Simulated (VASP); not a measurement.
# HC16 (a cell with a defect) in VASP: a series of runs

HC16 (a cell with a defect) is run at these levels: PBE+D3(BJ); tasks: single point.

Program: VASP 6.6.1. These are calculated values, not measurements. Logs are shortened: lines on timing, memory, paths and dates and some standing lists are left out, and cuts for length are marked.

**1. The cell of the first run**

The cell holds a defect, 17 atoms: a = 5.049 Å, b = 5.049 Å, c = 5.049 Å, α = 60.00°, β = 60.00°, γ = 60.00°.

**2. Single point, PBE+D3(BJ)**

Contents of INCAR:

```
SYSTEM = HC16
  PREC = Accurate
  ENCUT = 520
  EDIFF = 1E-6
  ISMEAR = 0
  SIGMA = 0.02
  LREAL = Auto
  LASPH = .TRUE.
  NELM = 100
  ALGO = Normal
  ISIF = 2
  LWAVE = .FALSE.
  LCHARG = .FALSE.
  GGA = PE
  IVDW = 12
  NELECT = 64.0
  NBANDS = 46
```

Contents of KPOINTS:

```
regular mesh
0
G
  3 3 3
  0 0 0
```

Contents of POSCAR:

```
HC16
1.0
    0.0000000000      3.5700000000      3.5700000000
    3.5700000000      0.0000000000      3.5700000000
    3.5700000000      3.5700000000      0.0000000000
C H
16 1
Direct
    0.0024315126     -0.0065620448     -0.0015575630
    0.1314032213      0.1158245098      0.1209533613
    0.0051455182     -0.0049124650      0.4949810924
    0.1261901961      0.1167022409      0.6249526611
    0.0053610644      0.4899221289      0.0000714286
    0.1263394958      0.6200061625      0.1216560224
   -0.0099697479      0.4922392157      0.4972142857
    0.1077526611      0.6305941176      0.6355103641
    0.5054798319     -0.0066977591     -0.0016655462
    0.6287651261      0.1183457983      0.1232911765
    0.5024543417     -0.0047579832      0.4974336134
    0.6333992997      0.1141236695      0.6243900560
    0.5026061625      0.4925014006      0.0001131653
    0.6336060224      0.6194018207      0.1189920168
    0.5263533613      0.4871536415      0.4921407563
    0.6216394958      0.6228635854      0.6277198880
    0.2944880952      0.4700539216      0.4731564426
```

Potentials or basis: VASP PAW PBE potentials, release 64 (C, H).

On the command line:

```bash
cat potpaw_PBE.64/C/POTCAR potpaw_PBE.64/H/POTCAR > POTCAR
mpirun -np 1 vasp_std > vasp.out
```

OUTCAR:

```text
SYSTEM = HC16
   PREC = Accurate
   ENCUT = 520
   EDIFF = 1E-6
   ISMEAR = 0
   LREAL = Auto
   LASPH = .TRUE.
   NELM = 100
   ISIF = 2
   GGA = PE
   IVDW = 12
   NELECT = 64.0
 IVDW          = 12

 ion  position               nearest neighbor table
   1  0.002  0.993  0.998-   6 1.54   4 1.54  10 1.54   2 1.54
   2  0.131  0.116  0.121-   1 1.54   3 1.54   9 1.54   5 1.54
   3  0.005  0.995  0.495-   8 1.51  12 1.53   4 1.54   2 1.54
   4  0.126  0.117  0.625-   3 1.54   1 1.54   7 1.55  11 1.55
   5  0.005  0.490  0.000-   8 1.51  14 1.53   6 1.54   2 1.54
   6  0.126  0.620  0.122-   5 1.54   1 1.54   7 1.55  13 1.55
   7  0.990  0.492  0.497-  17 1.43  16 1.52   4 1.55   6 1.55   8 1.63
   8  0.108  0.631  0.636-  17 1.16   3 1.51   5 1.51   7 1.63  15 1.73
   9  0.505  0.993  0.998-  10 1.54  14 1.54  12 1.54   2 1.54
  10  0.629  0.118  0.123-   9 1.54   1 1.54  11 1.54  13 1.54
  11  0.502  0.995  0.497-  16 1.54  10 1.54   4 1.55  12 1.55
  12  0.633  0.114  0.624-   3 1.53  15 1.54   9 1.54  11 1.55
  13  0.503  0.493  0.000-  16 1.54  10 1.54   6 1.55  14 1.55
  14  0.634  0.619  0.119-   5 1.53  15 1.54   9 1.54  13 1.55
  15  0.526  0.487  0.492-  17 1.27  16 1.52  12 1.54  14 1.54   8 1.73
  16  0.622  0.623  0.628-  15 1.52   7 1.52  11 1.54  13 1.54
  17  0.294  0.470  0.473-   8 1.16  15 1.27   7 1.43

  LATTYP: Found a face centered cubic cell.
 ALAT       =     7.1400000000

  Lattice vectors:

 A1 = (   0.0000000000,   3.5700000000,   3.5700000000)
 A2 = (   3.5700000000,   0.0000000000,   3.5700000000)
 A3 = (   3.5700000000,   3.5700000000,   0.0000000000)

Analysis of symmetry for initial positions (statically):
=====================================================================
 Subroutine PRICEL returns:
 Original cell was already a primitive cell.

 Routine SETGRP: Setting up the symmetry group for a
 face centered cubic supercell.

 Subroutine GETGRP returns: Found  1 space group operations
 (whereof  1 operations were pure point group operations)
 out of a pool of 48 trial point group operations.

The static configuration has the point symmetry C_1 .

Analysis of symmetry for dynamics (positions and initial velocities):
=====================================================================
 Subroutine PRICEL returns:
 Original cell was already a primitive cell.

 Routine SETGRP: Setting up the symmetry group for a
 face centered cubic supercell.

 Subroutine GETGRP returns: Found  1 space group operations
 (whereof  1 operations were pure point group operations)
 out of a pool of 48 trial point group operations.

The dynamic configuration has the point symmetry C_1 .

 Subroutine INISYM returns: Found  1 space group operations
 (whereof  1 operations are pure point group operations),
 and found     1 'primitive' translations

----------------------------------------------------------------------------------------

                                     Primitive cell

  volume of cell :      90.9986

  direct lattice vectors                    reciprocal lattice vectors
     0.000000000  3.570000000  3.570000000    -0.140056022  0.140056022  0.140056022
     3.570000000  0.000000000  3.570000000     0.140056022 -0.140056022  0.140056022
     3.570000000  3.570000000  0.000000000     0.140056022  0.140056022 -0.140056022

  length of vectors
     5.048742418  5.048742418  5.048742418     0.242584147  0.242584147  0.242584147

  position of ions in fractional coordinates (direct lattice)
     0.002431513  0.993437955  0.998442437
     0.131403221  0.115824510  0.120953361
     0.005145518  0.995087535  0.494981092
     0.126190196  0.116702241  0.624952661
     0.005361064  0.489922129  0.000071429
     0.126339496  0.620006162  0.121656022
[... 9 lines left out ...]
     0.621639496  0.622863585  0.627719888
     0.294488095  0.470053922  0.473156443

  ion indices of the primitive-cell ions
   primitive index   ion index
                 1           1
                 2           2
                 3           3
                 4           4
                 5           5
                 6           6
[... 9 lines left out ...]
                16          16
                17          17

----------------------------------------------------------------------------------------

 KPOINTS: regular mesh

Automatic generation of k-mesh.
 Grid dimensions read from file:
 generate k-points for:    3    3    3

 Generating k-lattice:

  Cartesian coordinates                     Fractional coordinates (reciprocal lattice)
    -0.046685341  0.046685341  0.046685341     0.333333333  0.000000000  0.000000000
     0.046685341 -0.046685341  0.046685341     0.000000000  0.333333333  0.000000000
     0.046685341  0.046685341 -0.046685341     0.000000000  0.000000000  0.333333333

  Length of vectors
     0.080861382  0.080861382  0.080861382

  Shift w.r.t. Gamma in fractional coordinates (k-lattice)
     0.000000000  0.000000000  0.000000000

 Subroutine IBZKPT returns following result:
 ===========================================

 Found     14 irreducible k-points:

 Following reciprocal coordinates:
            Coordinates               Weight
  0.000000  0.000000  0.000000      1.000000
  0.333333  0.000000  0.000000      2.000000
  0.000000  0.333333  0.000000      2.000000
  0.000000  0.000000  0.333333      2.000000
  0.333333  0.333333  0.333333      2.000000
  0.333333  0.333333  0.000000      2.000000
  0.000000  0.333333  0.333333      2.000000
  0.333333  0.000000  0.333333      2.000000
 -0.333333  0.333333  0.000000      2.000000
  0.000000 -0.333333  0.333333      2.000000
  0.333333  0.000000 -0.333333      2.000000
  0.333333  0.333333 -0.333333      2.000000
 -0.333333  0.333333 -0.333333      2.000000
  0.333333 -0.333333 -0.333333      2.000000
   k-points           NKPTS =     14   k-points in BZ     NKDIM =     14   number of bands    NBANDS=     46
   number of dos      NEDOS =    301   number of ions     NIONS =     17
   total plane-waves  NPLWV =  64000
   dimension x,y,z NGX =    40 NGY =   40 NGZ =   40
   dimension x,y,z NGXF=    80 NGYF=   80 NGZF=   80
   ions per type =              16   1
   NGX,Y,Z   is equivalent  to a cutoff of  13.17, 13.17, 13.17 a.u.
   NGXF,Y,Z  is equivalent  to a cutoff of  26.34, 26.34, 26.34 a.u.
 SYSTEM =  HC16
   PREC   = accura    normal or accurate (medium, high low for compatibility)
   ISTART =      0    job   : 0-new  1-cont  2-samecut
   ICHARG =      2    charge: 1-file 2-atom 10-const
   ISPIN  =      1    spin polarized calculation?
   LNONCOLLINEAR =      F non collinear calculations
   LSORBIT =      F    spin-orbit coupling
   LASPH  =      T    aspherical Exc in radial PAW
   ENCUT  =  520.0 eV  38.22 Ry    6.18 a.u.   9.39  9.39  9.39*2*pi/ulx,y,z
   NELM   =    100;   NELMIN=  2; NELMDL= -5     # of ELM steps
   EDIFF  = 0.1E-05   stopping-criterion for ELM
   LREAL  =      T    real-space projection
   EDIFFG = 0.1E-04   stopping-criterion for IOM
   NSW    =      0    number of steps for IOM
   IBRION =     -1    ionic relax: 0-MD 1-quasi-New 2-CG
   NFREE  =      0    steps in history (QN), initial steepest desc. (CG)
   ISIF   =      2    stress and relaxation
   ISYM   =      2    0-nonsym 1-usesym 2-fastsym
   POTIM  = 0.5000    time-step for ionic-motion
   TEBEG  =    0.0;   TEEND  =   0.0 temperature during run
   PSTRESS=    0.0 pullay stress
   NELECT =      64.0000    total number of electrons
   NUPDOWN=      -1.0000    fix difference up-down
   EMIN   =  10.00;   EMAX   =-10.00  energy-range for DOS
   EFERMI =   0.00;   METHOD = LEGACY
   ISMEAR =     0;   SIGMA  =   0.02  broadening in eV -4-tet -1-fermi 0-gaus
   EFERMI_NEDOS =   21; number of points for ismear=-14 and -15
   IALGO  =     38    algorithm
   IMIX   =      4    mixing-type and parameters
     AMIX     =   0.40;   BMIX     =  1.00
     AMIX_MAG =   1.60;   BMIX_MAG =  1.00
  volume/ion in A,a.u.               =       5.35        36.12
  Fermi-wavevector in a.u.,A,eV,Ry     =   1.455872  2.751200 28.838420  2.119564
  Thomas-Fermi vector in A             =   2.572856
   LORBIT       =      0    0 simple, 1 ext, 2 COOP (PROOUT), +10 PAW based schemes
   GGA     = PE    functional components
   LHFCALC =     F    Hartree Fock is set to
   AEXX    =    0.0000 exact exchange contribution
   IVDW    =    12    specifies the selected vdW correction
   LEPSILON=     F    determine dielectric tensor
   LRPA    =     F    only Hartree local field effects (RPA)
 non-spin polarized calculation
 Gauss-broadening in eV      SIGMA  =   0.02
  energy-cutoff  :      520.00
  volume of cell :       91.00
 maximum number of plane-waves:      2453
 NGX is ok and might be reduce to    40
   NGX = 19   NGY = 19   NGZ = 19

 number of electron      64.0000001 magnetization

 Free energy of the ion-electron system (eV)
  ---------------------------------------------------
  ext. energy  EPLUGINS =         0.00000000
  ---------------------------------------------------
  free energy    TOTEN  =      -155.19721837 eV

  energy without entropy =     -155.19721837  energy(sigma->0) =     -155.19721837

 E-fermi :  10.0322     XC(G=0): -13.2450

 val. band max:        9.9459448774   @ k =   0.0000   0.0000   0.0000
 cond. band min:      12.7761517250   @ k =   0.0000   0.0000   0.0000
 fundamental gap:      2.8302068476
 Fermi energy:        10.0321701009

 k-point     1 :       0.0000    0.0000    0.0000
  band No.  band energies     occupation
      1     -11.9963      2.00000
      2      -7.0000      2.00000
      3      -5.9739      2.00000
      4      -5.9332      2.00000
      5      -5.8535      2.00000
      6      -4.7901      2.00000
[... 36 lines left out ...]
     43      17.7188      0.00000
     44      17.8257      0.00000

 k-point     2 :       0.3333    0.0000    0.0000
  band No.  band energies     occupation
      1     -11.2605      2.00000
      2      -9.0001      2.00000
      3      -6.8692      2.00000
      4      -6.0198      2.00000
      5      -5.8807      2.00000
      6      -5.1671      2.00000
[... 556 lines left out ...]
 k-point    14 :       0.3333   -0.3333   -0.3333
  band No.  band energies     occupation
      1     -10.2436      2.00000
      2      -9.3403      2.00000
      3      -8.8531      2.00000
      4      -6.9606      2.00000
      5      -6.6573      2.00000
      6      -4.6471      2.00000
[... 36 lines left out ...]
     43      19.2890      0.00000
     44      19.5637      0.00000
 [bands above 44 left out]

------------------------ aborting loop because EDIFF is reached ----------------------------------------

 Edisp (eV)   -3.23248

 E8    (eV) :    -0.9204

  FORCE on cell =-STRESS in cart. coord.  units (eV):
  Direction    XX          YY          ZZ          XY          YZ          ZX
  --------------------------------------------------------------------------------------
  -------------------------------------------------------------------------------------
  Total      -9.80483    -9.36205    -9.36057    -1.13482     2.17583    -1.09928
  in kB    -172.62997  -164.83396  -164.80799   -19.98034    38.30906   -19.35458
  external pressure =     -167.42 kB  Pullay stress =        0.00 kB

 VOLUME and BASIS-vectors are now :
 -----------------------------------------------------------------------------
  energy-cutoff  :      520.00
  volume of cell :       91.00
      direct lattice vectors                 reciprocal lattice vectors
     0.000000000  3.570000000  3.570000000    -0.140056022  0.140056022  0.140056022
     3.570000000  0.000000000  3.570000000     0.140056022 -0.140056022  0.140056022
     3.570000000  3.570000000  0.000000000     0.140056022  0.140056022 -0.140056022

 POSITION                                       TOTAL-FORCE (eV/Angst)
 -----------------------------------------------------------------------------------
      7.11101      3.57312      3.55525         0.000730     -0.011630     -0.005655
      0.84530      0.90091      0.88260        -0.005175     -0.009129     -0.002526
      5.31954      1.78545      3.57083         0.002294     -0.001373      0.005556
      2.64771      2.68158      0.86713         0.024594     -0.004774      0.017153
      1.74928      0.01939      1.76816        -0.008586     -0.003207     -0.011372
      2.64773      0.88534      2.66445         0.012886      0.003449     -0.021157
[... 9 lines left out ...]
      4.46458      4.46021      4.44288         0.003958     -0.005426      0.005421
      3.36726      2.74049      2.72941        -0.002858      0.118674      0.118539
 -----------------------------------------------------------------------------------
    total drift:                                0.009438      0.002662      0.016602

  FREE ENERGIE OF THE ION-ELECTRON SYSTEM (eV)
  ---------------------------------------------------
  free  energy   TOTEN  =      -158.4296961228 eV

  energy  without entropy=     -158.4296961227  energy(sigma->0) =     -158.42969612
```

Run time: 64 s. Hardware: 1 thread of Intel Xeon 6975P-C (Granite Rapids), shared host; peak memory 0.26 GiB.

Results:

| Item | Value |
| --- | --- |
| Free energy | -158.4297 eV |
| Largest force | 0.168 eV/Å |
| Dispersion energy per atom | -0.190 eV |

Forces on the atoms (eV/Å):
```
C    0.001 -0.012 -0.006
C   -0.005 -0.009 -0.003
C    0.002 -0.001  0.006
C    0.025 -0.005  0.017
C   -0.009 -0.003 -0.011
C    0.013  0.003 -0.021
C    0.011  0.012  0.011
C    0.016 -0.061 -0.075
C   -0.001 -0.008 -0.001
C    0.002 -0.005 -0.011
C    0.008 -0.016 -0.002
C   -0.019  0.006 -0.026
C    0.000 -0.010 -0.018
C   -0.020 -0.017  0.004
C   -0.024  0.013  0.012
C    0.004 -0.005  0.005
H   -0.003  0.119  0.119
```

Levels at points of the mesh, in eV from the Fermi level:
```tsv
k point	band 28	band 29	band 30	band 31	band 32	band 33	band 34	band 35	band 36	band 37
(0.00, 0.00, 0.00)	-2.89	-2.73	-0.37	-0.33	-0.09	2.74	3.10	4.02	4.53	4.54
```

Caveat: the k points lie up to 0.51 Å⁻¹ apart; the cell carries a net charge on a neutralising background, which shifts energy and pressure; the cell is charged against a uniform background, so pressure and absolute levels hang on convention.

**3. Single point, PBE+D3(BJ)**

Contents of INCAR:

```
SYSTEM = HC16
PREC = Accurate
ENCUT = 520
EDIFF = 1E-6
ISMEAR = 0
SIGMA = 0.02
LREAL = Auto
LASPH = .True.
NELM = 60
ALGO = Normal
ISIF = 2
LWAVE = .False.
LCHARG = .False.
GGA = PE
IVDW = 12
NELECT = 64.0
NBANDS = 46
```

Contents of KPOINTS:

```
regular mesh
0
Gamma
  3 3 3
  0 0 0
```

Contents of POSCAR:

```
HC16
1.0
    0.0000000000      3.5700000000      3.5700000000
    3.5700000000      0.0000000000      3.5700000000
    3.5700000000      3.5700000000      0.0000000000
C H
16 1
Direct
    0.0060214286     -0.0044914566     -0.0030572829
    0.1342732493      0.1207410364      0.1189037815
    0.0044963585     -0.0038036415      0.4919591036
    0.1320453782      0.1080025210      0.6214327731
    0.0072798319      0.4974341737      0.0019943978
    0.1353383754      0.6218899160      0.1207322129
   -0.0053607843      0.4908137255      0.4834159664
    0.1428012605      0.6334978992      0.6332396359
    0.5081287115     -0.0037191877     -0.0031127451
    0.6328628852      0.1204553221      0.1220306723
    0.5088817927     -0.0051106443      0.4952901961
    0.6316976190      0.1202959384      0.6231631653
    0.5102000000      0.4940338936      0.0005159664
    0.6330561625      0.6232401961      0.1226306723
    0.5151187675      0.4977666667      0.4969240896
    0.6324854342      0.6217176471      0.6262602241
    0.1721654062      0.3916278711      0.6187623249
```

Potentials or basis: VASP PAW PBE potentials, release 64 (C, H).

On the command line:

```bash
cat potpaw_PBE.64/C/POTCAR potpaw_PBE.64/H/POTCAR > POTCAR
mpirun -np 1 vasp_std > vasp.out
```

It took 61 s on 1 thread of Intel Xeon 6975P-C (Granite Rapids), shared host; peak memory 0.25 GiB.

The run converged. Its results:

| Item | Value |
| --- | --- |
| Free energy | -158.4474 eV |
| Largest force | 0.071 eV/Å |
| Dispersion energy per atom | -0.190 eV |

Forces in eV/Å, atoms in the order of the input:
```
C    0.003  0.003  0.004
C    0.000 -0.006  0.000
C   -0.003 -0.011  0.005
C    0.009 -0.008 -0.005
C   -0.002  0.004 -0.008
C   -0.013 -0.013  0.013
C    0.032  0.024  0.000
C   -0.003 -0.043 -0.030
C    0.008  0.003 -0.003
C    0.000 -0.004 -0.005
C   -0.002  0.004 -0.002
C    0.004 -0.006  0.001
C    0.001 -0.004  0.000
C    0.002  0.001 -0.004
C   -0.014  0.007  0.010
C    0.009 -0.006 -0.007
H   -0.031  0.055  0.032
```

Levels at points of the mesh, in eV from the Fermi level:
| k point | band 28 | band 29 | band 30 | band 31 | band 32 | band 33 | band 34 | band 35 | band 36 | band 37 |
| --- | --- | --- | --- | --- | --- | --- | --- | --- | --- | --- |
| (0.00, 0.00, 0.00) | -2.88 | -2.76 | -0.42 | -0.35 | -0.15 | 2.22 | 3.26 | 4.08 | 4.46 | 4.59 |

Caveat: the k points lie up to 0.51 Å⁻¹ apart; the cell carries a net charge on a neutralising background, which shifts energy and pressure; the cell is charged against a uniform background, so pressure and absolute levels hang on convention.

(Continued in part 2 of 2.)
